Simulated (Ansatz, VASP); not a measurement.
CdTe: VASP beside Ansatz

```
Cd Te
1.0
     0.00000    3.40795    3.30869
     3.40795    0.00000    3.30869
     3.40795    3.40795    0.00000
Cd Te
1 1
Direct
  0.00000 0.00000 0.00000
  0.75000 0.75000 0.75000
```

Change from the starting cell: strain +0.030 along x and y, +0.000 along z, atoms carried along.

Alike in both runs: task single point; functional PBE; k mesh 10 × 10 × 10; occupations gaussian, width 0.05 eV; no spin polarisation.

```csv
,VASP,Ansatz
version,VASP 6.6.1,Ansatz 0.2.0
potentials or method,"VASP PAW PBE potentials, release 64 (Cd, Te), cutoff 520 eV","scalar-relativistic, plane waves, PAW"
valence electrons in the cell,18,36
```

Ansatz gave:

- gap on the k mesh at the Fermi level (eV): 0.36
- least direct gap on the mesh (eV): 0.36
- pressure (GPa): -1.8
- traceless stress, the component that is largest in VASP (GPa): 0.33

**Question.** Estimate VASP's values.

**Answer.** gap on the k mesh at the Fermi level (eV): 0.36; least direct gap on the mesh (eV): 0.36; pressure (GPa): -1.7; traceless stress, the component that is largest in VASP (GPa): 0.33.

The functional is the same, so the differences come from potentials, cutoffs and numerics. VASP's potentials hold 18 valence electrons a cell and Ansatz's 36, so a difference there can come from the potentials and not from the codes.

Neither program's run includes spin-orbit coupling.
